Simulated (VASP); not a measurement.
# P (Pm-3m) in VASP: further runs

Runs on P. Level: PBEsol+D3(BJ). Tasks: single point.

Program: VASP 6.6.1. These are calculated values, not measurements. Logs are shortened: lines on timing, memory, paths and dates and some standing lists are left out, and cuts for length are marked.

## 1. The cell of the first run

The structure is cubic, space group Pm-3m (No. 221). The conventional cell has a = 2.221 Å, b = 2.221 Å, c = 2.221 Å, α = 90.00°, β = 90.00°, γ = 90.00°. Within 2.9 Å of P (site symmetry m-3m) lie 6 P at 2.22 Å.

This isn't the form of P at room conditions, which is orthorhombic.

## 2. Single point, PBEsol+D3(BJ)

INCAR

```
SYSTEM = P
  ALGO = Normal
  EDIFF = 1E-6
  ENCUT = 500
  GGA = PS
  GGA_COMPAT = .False.
  ISIF = 2
  ISMEAR = 0
  IVDW = 12
  LASPH = .True.
  LCHARG = .False.
  LREAL = .False.
  LWAVE = .False.
  NBANDS = 8
  NELM = 120
  PREC = Accurate
  SIGMA = 0.1
```

KPOINTS

```
k-points
0
Gamma
  20 20 20
  0 0 0
```

POSCAR

```
P
1.0
    2.2211948529      0.0000000000      0.0000000000
    0.0000000000      2.2211948529      0.0000000000
    0.0000000000      0.0000000000      2.2211948529
P
1
Direct
    0.0000000000      0.0000000000      0.0000000000
```

Potentials or basis: VASP PAW PBE potentials, release 64 (P).

Command:

```bash
$ cat potpaw_PBE.64/P/POTCAR > POTCAR
$ mpirun -np 1 vasp_std > vasp.out
```

OUTCAR:

```text
SYSTEM = P
   EDIFF = 1E-6
   ENCUT = 500
   GGA = PS
   ISIF = 2
   ISMEAR = 0
   IVDW = 12
   LASPH = .True.
   LREAL = .False.
   NELM = 120
   PREC = Accurate
 IVDW          = 12

 ion  position               nearest neighbor table
   1  0.000  0.000  0.000-

  LATTYP: Found a simple cubic cell.
 ALAT       =     2.2211948529

  Lattice vectors:

 A1 = (   2.2211948529,   0.0000000000,   0.0000000000)
 A2 = (   0.0000000000,   2.2211948529,   0.0000000000)
 A3 = (   0.0000000000,   0.0000000000,   2.2211948529)

Analysis of symmetry for initial positions (statically):
=====================================================================
 Subroutine PRICEL returns:
 Original cell was already a primitive cell.

 Routine SETGRP: Setting up the symmetry group for a
 simple cubic supercell.

 Subroutine GETGRP returns: Found 48 space group operations
 (whereof 48 operations were pure point group operations)
 out of a pool of 48 trial point group operations.

The static configuration has the point symmetry O_h .

Analysis of symmetry for dynamics (positions and initial velocities):
=====================================================================
 Subroutine PRICEL returns:
 Original cell was already a primitive cell.

 Routine SETGRP: Setting up the symmetry group for a
 simple cubic supercell.

 Subroutine GETGRP returns: Found 48 space group operations
 (whereof 48 operations were pure point group operations)
 out of a pool of 48 trial point group operations.

The dynamic configuration has the point symmetry O_h .

 Subroutine INISYM returns: Found 48 space group operations
 (whereof 48 operations are pure point group operations),
 and found     1 'primitive' translations

----------------------------------------------------------------------------------------

                                     Primitive cell

  volume of cell :      10.9587

  direct lattice vectors                    reciprocal lattice vectors
     2.221194853  0.000000000  0.000000000     0.450208139  0.000000000  0.000000000
     0.000000000  2.221194853  0.000000000     0.000000000  0.450208139  0.000000000
     0.000000000  0.000000000  2.221194853     0.000000000  0.000000000  0.450208139

  length of vectors
     2.221194853  2.221194853  2.221194853     0.450208139  0.450208139  0.450208139

  position of ions in fractional coordinates (direct lattice)
     0.000000000  0.000000000  0.000000000

  ion indices of the primitive-cell ions
   primitive index   ion index
                 1           1

----------------------------------------------------------------------------------------

 KPOINTS: k-points

Automatic generation of k-mesh.
 Grid dimensions read from file:
 generate k-points for:   20   20   20

 Generating k-lattice:

  Cartesian coordinates                     Fractional coordinates (reciprocal lattice)
     0.022510407  0.000000000  0.000000000     0.050000000  0.000000000  0.000000000
     0.000000000  0.022510407  0.000000000     0.000000000  0.050000000  0.000000000
     0.000000000  0.000000000  0.022510407     0.000000000  0.000000000  0.050000000

  Length of vectors
     0.022510407  0.022510407  0.022510407

  Shift w.r.t. Gamma in fractional coordinates (k-lattice)
     0.000000000  0.000000000  0.000000000

 Subroutine IBZKPT returns following result:
 ===========================================

 Found    286 irreducible k-points:

 Following reciprocal coordinates:
            Coordinates               Weight
  0.000000  0.000000  0.000000      1.000000
  0.050000  0.000000  0.000000      6.000000
  0.100000  0.000000  0.000000      6.000000
  0.150000  0.000000  0.000000      6.000000
  0.200000  0.000000  0.000000      6.000000
  0.250000  0.000000  0.000000      6.000000
[... 16 lines left out ...]
  0.150000  0.100000  0.000000     24.000000
  0.200000  0.100000  0.000000     24.000000
 [... further k-points ...]
   k-points           NKPTS =    286   k-points in BZ     NKDIM =    286   number of bands    NBANDS=      8
   number of dos      NEDOS =    301   number of ions     NIONS =      1
   total plane-waves  NPLWV =   4096
   dimension x,y,z NGX =    16 NGY =   16 NGZ =   16
   dimension x,y,z NGXF=    32 NGYF=   32 NGZF=   32
   ions per type =               1
   NGX,Y,Z   is equivalent  to a cutoff of  11.98, 11.98, 11.98 a.u.
   NGXF,Y,Z  is equivalent  to a cutoff of  23.95, 23.95, 23.95 a.u.
 SYSTEM =  P
   PREC   = accura    normal or accurate (medium, high low for compatibility)
   ISTART =      0    job   : 0-new  1-cont  2-samecut
   ICHARG =      2    charge: 1-file 2-atom 10-const
   ISPIN  =      1    spin polarized calculation?
   LNONCOLLINEAR =      F non collinear calculations
   LSORBIT =      F    spin-orbit coupling
   LASPH  =      T    aspherical Exc in radial PAW
   ENCUT  =  500.0 eV  36.75 Ry    6.06 a.u.   4.05  4.05  4.05*2*pi/ulx,y,z
   NELM   =    120;   NELMIN=  2; NELMDL= -5     # of ELM steps
   EDIFF  = 0.1E-05   stopping-criterion for ELM
   LREAL  =      F    real-space projection
   EDIFFG = 0.1E-04   stopping-criterion for IOM
   NSW    =      0    number of steps for IOM
   IBRION =     -1    ionic relax: 0-MD 1-quasi-New 2-CG
   NFREE  =      0    steps in history (QN), initial steepest desc. (CG)
   ISIF   =      2    stress and relaxation
   ISYM   =      2    0-nonsym 1-usesym 2-fastsym
   POTIM  = 0.5000    time-step for ionic-motion
   TEBEG  =    0.0;   TEEND  =   0.0 temperature during run
   PSTRESS=    0.0 pullay stress
   NELECT =       5.0000    total number of electrons
   NUPDOWN=      -1.0000    fix difference up-down
   EMIN   =  10.00;   EMAX   =-10.00  energy-range for DOS
   EFERMI =   0.00;   METHOD = LEGACY
   ISMEAR =     0;   SIGMA  =   0.10  broadening in eV -4-tet -1-fermi 0-gaus
   EFERMI_NEDOS =   21; number of points for ismear=-14 and -15
   IALGO  =     38    algorithm
   IMIX   =      4    mixing-type and parameters
     AMIX     =   0.40;   BMIX     =  1.00
     AMIX_MAG =   1.60;   BMIX_MAG =  1.00
  volume/ion in A,a.u.               =      10.96        73.95
  Fermi-wavevector in a.u.,A,eV,Ry     =   1.260312  2.381645 21.611318  1.588387
  Thomas-Fermi vector in A             =   2.393828
   LORBIT       =      0    0 simple, 1 ext, 2 COOP (PROOUT), +10 PAW based schemes
   GGA     = PS    functional components
   LHFCALC =     F    Hartree Fock is set to
   AEXX    =    0.0000 exact exchange contribution
   IVDW    =    12    specifies the selected vdW correction
   LEPSILON=     F    determine dielectric tensor
   LRPA    =     F    only Hartree local field effects (RPA)
 non-spin polarized calculation
 Gauss-broadening in eV      SIGMA  =   0.10
  energy-cutoff  :      500.00
  volume of cell :       10.96
 maximum number of plane-waves:       292
   NGX =  9   NGY =  9   NGZ =  9

 number of electron       5.0000003 magnetization

 Free energy of the ion-electron system (eV)
  ---------------------------------------------------
  ext. energy  EPLUGINS =         0.00000000
  ---------------------------------------------------
  free energy    TOTEN  =        -5.31027741 eV

  energy without entropy =       -5.30791232  energy(sigma->0) =       -5.30909487

 E-fermi :  14.1146     XC(G=0): -12.6465

 val. band max:       14.1099654839   @ k =   0.1500   0.1500   0.1000
 cond. band min:      14.1217932132   @ k =   0.4500   0.4500   0.1000
 fundamental gap:      0.0118277294
 Fermi energy:        14.1145887873

 k-point     1 :       0.0000    0.0000    0.0000
  band No.  band energies     occupation
      1      -5.6501      2.00000
      2      20.4938      0.00000
      3      20.4938      0.00000
      4      20.8444      0.00000
      5      20.8444      0.00000
      6      20.8444      0.00000
      7      31.9664      0.00000
      8      42.8319      0.00000

 k-point     2 :       0.0500    0.0000    0.0000
  band No.  band energies     occupation
      1      -5.5791      2.00000
      2      18.4767      0.00000
      3      20.5510      0.00000
      4      20.9026      0.00000
      5      20.9026      0.00000
      6      22.7827      0.00000
      7      32.1944      0.00000
      8      42.2709      0.00000

 k-point     3 :       0.1000    0.0000    0.0000
  band No.  band energies     occupation
      1      -5.3662      2.00000
      2      16.2873      0.00000
      3      20.7208      0.00000
      4      21.0769      0.00000
      5      21.0769      0.00000
      6      24.7092      0.00000
      7      32.8955      0.00000
      8      40.9003      0.00000

 k-point     4 :       0.1500    0.0000    0.0000
  band No.  band energies     occupation
      1      -5.0122      2.00000
      2      14.1339      0.78487
      3      20.9980      0.00000
      4      21.3658      0.00000
      5      21.3658      0.00000
      6      26.3712      0.00000
      7      34.0808      0.00000
      8      39.1832      0.00000

 k-point     5 :       0.2000    0.0000    0.0000
  band No.  band energies     occupation
      1      -4.5189      2.00000
      2      12.0482      2.00000
      3      21.3722      0.00000
      4      21.7663      0.00000
      5      21.7663      0.00000
      6      27.7538      0.00000
      7      35.6525      0.00000
      8      37.3789      0.00000
[... 177 lines left out ...]
 k-point    22 :       0.1000    0.1000    0.0000
  band No.  band energies     occupation
      1      -5.0824      2.00000
      2      15.8713      0.00000
      3      17.4165      0.00000
      4      21.3089      0.00000
      5      23.3369      0.00000
      6      26.4763      0.00000
      7      33.5357      0.00000
      8      38.7784      0.00000

 k-point    23 :       0.1500    0.1000    0.0000
  band No.  band energies     occupation
      1      -4.7289      2.00000
      2      14.2190      0.13988
      3      17.2407      0.00000
      4      21.5971      0.00000
      5      23.8374      0.00000
      6      28.0628      0.00000
      7      34.2586      0.00000
      8      37.2054      0.00000

 k-point    24 :       0.2000    0.1000    0.0000
  band No.  band energies     occupation
      1      -4.2361      2.00000
      2      12.2346      2.00000
      3      17.5643      0.00000
      4      21.9967      0.00000
      5      24.3039      0.00000
      6      29.4540      0.00000
      7      34.2422      0.00000
      8      36.7803      0.00000

 [... further k-points ...]

------------------------ aborting loop because EDIFF is reached ----------------------------------------

 Edisp (eV)   -0.52079

 E8    (eV) :    -0.3096

  FORCE on cell =-STRESS in cart. coord.  units (eV):
  Direction    XX          YY          ZZ          XY          YZ          ZX
  --------------------------------------------------------------------------------------
  -------------------------------------------------------------------------------------
  Total       3.29824     3.29824     3.29824    -0.00000    -0.00000     0.00000
  in kB     482.20662   482.20662   482.20662    -0.00000    -0.00000     0.00000
  external pressure =      482.21 kB  Pullay stress =        0.00 kB

 VOLUME and BASIS-vectors are now :
 -----------------------------------------------------------------------------
  energy-cutoff  :      500.00
  volume of cell :       10.96
      direct lattice vectors                 reciprocal lattice vectors
     2.221194853  0.000000000  0.000000000     0.450208139  0.000000000  0.000000000
     0.000000000  2.221194853  0.000000000     0.000000000  0.450208139  0.000000000
     0.000000000  0.000000000  2.221194853     0.000000000  0.000000000  0.450208139

 POSITION                                       TOTAL-FORCE (eV/Angst)
 -----------------------------------------------------------------------------------
      0.00000      0.00000      0.00000         0.000000      0.000000      0.000000
 -----------------------------------------------------------------------------------
    total drift:                               -0.000000      0.000000      0.000000

  FREE ENERGIE OF THE ION-ELECTRON SYSTEM (eV)
  ---------------------------------------------------
  free  energy   TOTEN  =        -5.8310718088 eV

  energy  without entropy=       -5.8287067208  energy(sigma->0) =       -5.82988926
```

Wall time 9.4 s (1 thread of AMD EPYC 7R13 (Zen 3), shared host); peak memory 0.1 GiB.

What came out:

- Free energy: -5.8311 eV
- Pressure: 48.2 GPa
- Band gap on the k mesh: zero (an odd number of electrons rules out a gap without spin polarisation)
- Dispersion energy per atom: -0.521 eV

Caveat: the cell stands under pressure; the PAW data sets were made with another functional, which shifts forces and pressure a little; an odd number of electrons without spin polarisation forces a metal; a magnetic or distorted state may lie lower.

## 3. Single point, PBEsol+D3(BJ)

INCAR

```
PREC     = Accurate       # precision mode
ENCUT    = 500            # plane-wave cutoff, eV
EDIFF    = 1E-6           # SCF threshold, eV
ISMEAR   = 0              # smearing method
SIGMA    = 0.1            # smearing width, eV
LREAL    = False          # projectors in reciprocal space
LASPH    = True           # aspherical terms in the spheres
NELM     = 120            # most SCF steps
ALGO     = Normal         # electronic algorithm
ISIF     = 2              # what is computed and relaxed
LWAVE    = False          # write WAVECAR
LCHARG   = False          # write CHGCAR
GGA      = PS             # functional
IVDW     = 12             # dispersion correction
NBANDS   = 8              # bands
GGA_COMPAT= False
```

KPOINTS

```
Automatic mesh
0
Gamma
  20 20 20
```

POSCAR is that of step 2.

Potentials or basis: VASP PAW PBE potentials, release 64 (P).

Command:

```bash
$ cat potpaw_PBE.64/P/POTCAR > POTCAR
$ mpirun -np 1 vasp_std > vasp.out
```

Run time: 9.4 s. Hardware: 1 thread of AMD EPYC 7R13 (Zen 3), shared host; peak memory 0.1 GiB.

Results (log left out):

```yaml
Free_energy: -5.8311 eV
Pressure: 48.2 GPa
Band_gap_on_the_k_mesh: zero (an odd number of electrons rules out a gap without spin polarisation)
Dispersion_energy_per_atom: -0.521 eV
```

Levels at points of the mesh, in eV from the Fermi level:
| k point | band 1 | band 2 | band 3 | band 4 | band 5 | band 6 | band 7 | band 8 |
| --- | --- | --- | --- | --- | --- | --- | --- | --- |
| (0.00, 0.00, 0.00) | -19.76 | 6.38 | 6.38 | 6.73 | 6.73 | 6.73 | 17.85 | 28.72 |
| (0.50, 0.00, 0.00) | -13.79 | -11.43 | 9.66 | 10.98 | 10.98 | 15.64 | 15.64 | 19.13 |
| (0.50, 0.50, 0.00) | -7.11 | -6.78 | -6.78 | -1.09 | 15.08 | 18.96 | 18.96 | 21.33 |
| (0.50, 0.50, 0.50) | -2.45 | -2.45 | -2.45 | 2.31 | 3.56 | 3.56 | 3.56 | 10.63 |

Caveat: the cell stands under pressure; the PAW data sets were made with another functional, which shifts forces and pressure a little; an odd number of electrons without spin polarisation forces a metal; a magnetic or distorted state may lie lower.
